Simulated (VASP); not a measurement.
# Ir (Fm-3m) in VASP: a series of runs, part 2 of 2

VASP 6.6.1. Earlier steps stand in the parts before.

### 3 Single point, LDA

This run uses another cell than the first one, of 13.89 Å³/atom.

File INCAR:

```
SYSTEM = Ir
  PREC = Accurate
  ENCUT = 520
  EDIFF = 1E-7
  ISMEAR = 0
  SIGMA = 0.1
  LREAL = .FALSE.
  LASPH = .TRUE.
  NELM = 60
  ALGO = Normal
  ISIF = 2
  LWAVE = .FALSE.
  LCHARG = .TRUE.
  GGA = CA
  LELF = .TRUE.
  LVHAR = .TRUE.
  NBANDS = 10
```

File KPOINTS:

```
regular mesh
0
G
  8 8 8
  0 0 0
```

File POSCAR:

```
Ir
1.0
    0.0000000000      1.9078981114      1.9078981114
    1.9078981114      0.0000000000      1.9078981114
    1.9078981114      1.9078981114      0.0000000000
Ir
1
Direct
    0.0000000000      0.0000000000      0.0000000000
```

Potentials or basis: VASP PAW LDA potentials, release 64 (Ir).

The run is started by

```sh
$ cat potpaw_LDA.64/Ir/POTCAR > POTCAR
$ mpirun -np 1 vasp_std > vasp.out
```

Wall time 6.8 s (1 thread of Intel Xeon 8259CL, shared host); peak memory 0.12 GiB.

Results (log left out):

- Free energy: -10.2490 eV
- Pressure: 2.6 GPa
- Band gap on the k mesh: zero (an odd number of electrons rules out a gap without spin polarisation)

Levels at points of the mesh, in eV from the Fermi level:
| k point | band 1 | band 2 | band 3 | band 4 | band 5 | band 6 | band 7 | band 8 |
| --- | --- | --- | --- | --- | --- | --- | --- | --- |
| (0.00, 0.00, 0.00) | -11.36 | -4.08 | -4.08 | -4.08 | -1.26 | -1.26 | 14.24 | 19.91 |
| (0.50, 0.00, 0.00) | -8.37 | -4.17 | -4.17 | -0.81 | 0.88 | 0.88 | 7.40 | 13.80 |
| (0.50, 0.50, 0.00) | -8.17 | -7.63 | 0.88 | 1.47 | 1.47 | 1.68 | 10.73 | 11.74 |

Caveat: spin-orbit coupling is left out, which moves the levels of the heavy elements.

### 4 Relaxation of cell and atoms, LDA

File INCAR:

```
  ALGO = Fast
  EDIFF = 1E-6
  EDIFFG = -0.05
  ENCUT = 600
  GGA = CA
  IBRION = 2
  ISIF = 3
  ISMEAR = 0
  LASPH = T
  LCHARG = F
  LREAL = F
  LWAVE = F
  NELM = 100
  NSW = 100
  PREC = Accurate
  SIGMA = 0.1
```

File KPOINTS:

```
k-points
0
Gamma
  8 8 8
```

File POSCAR:

```
Ir
1.0
    0.0000000000      1.9269646700      1.9269646700
    1.9269646700      0.0000000000      1.9269646700
    1.9269646700      1.9269646700      0.0000000000
Ir
1
Direct
    0.0000000000      0.0000000000      0.0000000000
```

Potentials or basis: VASP PAW LDA potentials, release 64 (Ir).

The run is started by

```sh
$ cat potpaw_LDA.64/Ir/POTCAR > POTCAR
$ mpirun -np 1 vasp_std > vasp.out
```

OUTCAR:

```text
EDIFF = 1E-6
   EDIFFG = -0.05
   ENCUT = 600
   GGA = CA
   IBRION = 2
   ISIF = 3
   ISMEAR = 0
   LASPH = T
   LREAL = F
   NELM = 100
   NSW = 100
   PREC = Accurate

 ion  position               nearest neighbor table
   1  0.000  0.000  0.000-

  LATTYP: Found a face centered cubic cell.
 ALAT       =     3.8539293400

  Lattice vectors:

 A1 = (   0.0000000000,   1.9269646700,   1.9269646700)
 A2 = (   1.9269646700,   0.0000000000,   1.9269646700)
 A3 = (   1.9269646700,   1.9269646700,   0.0000000000)

Analysis of symmetry for initial positions (statically):
=====================================================================
 Subroutine PRICEL returns:
 Original cell was already a primitive cell.

 Routine SETGRP: Setting up the symmetry group for a
 face centered cubic supercell.

 Subroutine GETGRP returns: Found 48 space group operations
 (whereof 48 operations were pure point group operations)
 out of a pool of 48 trial point group operations.

The static configuration has the point symmetry O_h .

Analysis of symmetry for dynamics (positions and initial velocities):
=====================================================================
 Subroutine PRICEL returns:
 Original cell was already a primitive cell.
[... 164 lines left out ...]
  -------------------------------------------------------------------------------------
  Total       -0.7754600     -0.7754600     -0.7754600     -0.0000000     -0.0000000      0.0000000
  in kB      -86.8197857    -86.8197857    -86.8197857     -0.0000000     -0.0000000      0.0000000
  external PRESSURE =     -86.8197857 kB  Pullay stress =       0.0000000 kB
[... 57 lines left out ...]
--------------------------------------- Ionic step        3  -------------------------------------------

 number of electron       9.0000000 magnetization

 Free energy of the ion-electron system (eV)
  ---------------------------------------------------
  ext. energy  EPLUGINS =         0.00000000
  ---------------------------------------------------
  free energy    TOTEN  =       -10.24985785 eV

  energy without entropy =      -10.24090847  energy(sigma->0) =      -10.24538316

 E-fermi :  10.5527     XC(G=0): -14.2018

 val. band max:       10.5061495830   @ k =  -0.3750   0.1250   0.0000
 cond. band min:      10.5678293280   @ k =  -0.3750   0.2500   0.0000
 fundamental gap:      0.0616797450
 Fermi energy:        10.5526635502

 k-point     1 :       0.0000    0.0000    0.0000
  band No.  band energies     occupation
      1      -0.7213      2.00000
      2       6.5166      2.00000
      3       6.5166      2.00000
      4       6.5166      2.00000
      5       9.3087      2.00000
      6       9.3087      2.00000
      7      24.8090      0.00000
      8      30.4351      0.00000
[... 243 lines left out ...]
 k-point    24 :      -0.3750    0.2500    0.1250
  band No.  band energies     occupation
      1       3.7632      2.00000
      2       5.1799      2.00000
      3       6.8349      2.00000
      4       7.8765      2.00000
      5      11.0877      0.00000
      6      15.7609      0.00000
      7      17.2569      0.00000
      8      26.3609      0.00000

 [... further k-points ...]
[... 5 lines left out ...]
  --------------------------------------------------------------------------------------
  -------------------------------------------------------------------------------------
  Total       -0.0347286     -0.0347286     -0.0347286      0.0000000      0.0000000     -0.0000000
  in kB       -3.9759454     -3.9759454     -3.9759454      0.0000000      0.0000000     -0.0000000
  external PRESSURE =      -3.9759454 kB  Pullay stress =       0.0000000 kB
[... 16 lines left out ...]
  FREE ENERGIE OF THE ION-ELECTRON SYSTEM (eV)
  ---------------------------------------------------
  free  energy   TOTEN  =       -10.2498578463 eV

  energy  without entropy=      -10.2409084694  energy(sigma->0) =      -10.24538316

 reached required accuracy - stopping structural energy minimisation
```

OSZICAR:

```text
N       E                     dE             d eps       ncg     rms          rms(c)
DAV:   1     0.469827849432E+02    0.46983E+02   -0.47830E+03   464   0.114E+03
DAV:   2    -0.101019330992E+02   -0.57085E+02   -0.55725E+02   464   0.216E+02
DAV:   3    -0.108603045307E+02   -0.75837E+00   -0.75709E+00   648   0.340E+01
[... 32 lines left out ...]
RMM:   6    -0.102500065243E+02   -0.32741E-03   -0.20788E-03   464   0.858E-01    0.244E-01
RMM:   7    -0.102498713729E+02    0.13515E-03   -0.47844E-04   484   0.293E-01    0.598E-02
RMM:   8    -0.102498565544E+02    0.14819E-04   -0.13690E-04   472   0.121E-01    0.227E-02
RMM:   9    -0.102498578469E+02   -0.12925E-05   -0.31669E-05   474   0.547E-02    0.738E-03
RMM:  10    -0.102498578463E+02    0.51409E-09   -0.27440E-06   339   0.204E-02
   3 F= -.10249858E+02 E0= -.10245383E+02  d E =-.926235E-02
```

Run time: 22 s. Hardware: 1 thread of Intel Xeon 8259CL, shared host; peak memory 0.14 GiB.

Results:

* Free energy: -10.2499 eV
* Relaxed volume: 13.99 Å³/atom
* Relaxed cell: a = 2.705 Å, b = 2.705 Å, c = 2.705 Å, α = 60.00°, β = 60.00°, γ = 60.00°
* Space group after relaxing (to 0.1 Å): Fm-3m (No. 225)
* Energy gained by relaxing: 9.3 meV/atom
* Ionic steps: 3
* Pressure after relaxing: -0.4 GPa
* Band gap on the k mesh: zero (an odd number of electrons rules out a gap without spin polarisation)

Step by step:
| step | energy change (eV) | largest force (eV/Å) | pressure (GPa) | volume (Å³) |
| --- | --- | --- | --- | --- |
| 1 | 0.0000 | 0.0000 | -8.68 | 14.31 |
| 2 | 0.1496 | 0.0000 | 45.89 | 12.76 |
| 3 | -0.0093 | 0.0000 | -0.40 | 13.99 |

Final structure:
```cif
data_structure
_symmetry_space_group_name_H-M 'P 1'
_symmetry_Int_Tables_number 1
_cell_length_a 2.7049
_cell_length_b 2.7049
_cell_length_c 2.7049
_cell_angle_alpha 60.000
_cell_angle_beta 60.000
_cell_angle_gamma 60.000
_cell_volume 13.99
loop_
_atom_site_label
_atom_site_type_symbol
_atom_site_fract_x
_atom_site_fract_y
_atom_site_fract_z
_atom_site_occupancy
Ir1 Ir 0.00000 0.00000 0.00000 1
```

Caveat: spin-orbit coupling is left out, which moves the levels of the heavy elements.

### 5 Overview

| task | cell | cutoff (eV) | gap on the mesh (eV) | pressure (GPa) |
| --- | --- | --- | --- | --- |
| single point | a = 2.725 Å, angles 60.0°, 1 atom | 520 | none | -8.9 |
| single point | a = 2.698 Å, angles 60.0°, 1 atom | 520 | none | 2.6 |
| relaxation of cell and atoms | relaxed from a = 2.725 Å, angles 60.0°, 1 atom | 600 | none | -0.4 |

Alike in all rows: level LDA; potentials or basis VASP PAW LDA potentials, release 64 (Ir); no spin polarisation; k mesh 8 × 8 × 8; smearing gaussian 0.1 eV.

Caveats: spin-orbit coupling is left out, which moves the levels of the heavy elements; the cell stands under tension (at least some runs).

Total energies depend on the potentials used, so only differences within one code and one set of settings carry meaning.

The gap in the log of VASP goes by the Fermi energy; the results here count the filled bands.